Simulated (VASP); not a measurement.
Input of a VASP 6.6.1 run:

POSCAR

```
SnMo
1.0
    3.5101841147      0.0000000000      0.0000000000
   -1.7550920574      3.0399086153      0.0000000000
    0.0000000000      0.0000000000      3.4236531440
Sn Mo
1 1
Direct
    0.0000000000      0.0000000000      0.0000000000
    0.6666666667      0.3333333333      0.5000000000
```

File INCAR.step1:

```
PREC = Accurate
ENCUT = 600
ISMEAR = 0
SIGMA = 0.1
LREAL = False
LASPH = True
NELM = 60
GGA = PE
ALGO = Normal
EDIFF = 1E-4
LWAVE = True
LCHARG = False
```

Contents of INCAR.step2:

```
PREC = Accurate
ENCUT = 600
EDIFF = 1E-6
ISMEAR = 0
SIGMA = 0.1
LREAL = False
LASPH = True
NELM = 60
ALGO = Normal
ISIF = 3
LWAVE = False
LCHARG = False
METAGGA = R2SCAN
LMIXTAU = True
IBRION = 2
NSW = 90
EDIFFG = -0.04
ISTART = 1
```

Contents of KPOINTS:

```
Automatic mesh
0
Gamma
  6 6 6
```

Potentials or basis: VASP PAW PBE potentials, release 64 (Sn_d, Mo_sv).

Command:

```bash
$ cat potpaw_PBE.64/Sn_d/POTCAR potpaw_PBE.64/Mo_sv/POTCAR > POTCAR
$ cp INCAR.step1 INCAR
$ mpirun -np 1 vasp_std > vasp.out
$ cp INCAR.step2 INCAR
$ mpirun -np 1 vasp_std > vasp.out
```

Problem. Estimate the relaxed cell.

Solution. a = 3.234 Å, b = 3.234 Å, c = 4.151 Å, α = 90.00°, β = 90.00°, γ = 120.00°.

Problem. What does it give for the band gap on the k mesh?

Solution. Zero (bands 14 and 15 overlap by 0.66 eV).

Problem. What does it give for the relaxed volume?

Solution. 18.80 Å³/atom.

Stress tensor (GPa, compression positive):
```
-0.19  0.00  0.00
 0.00 -0.19  0.00
 0.00  0.00 -0.09
```

Caveat: a cell axis changed by over 15 % at a fixed basis, so the end point is rough; the PAW data sets were made with another functional, which shifts forces and pressure a little; spin-orbit coupling is left out, which moves the levels of the heavy elements.
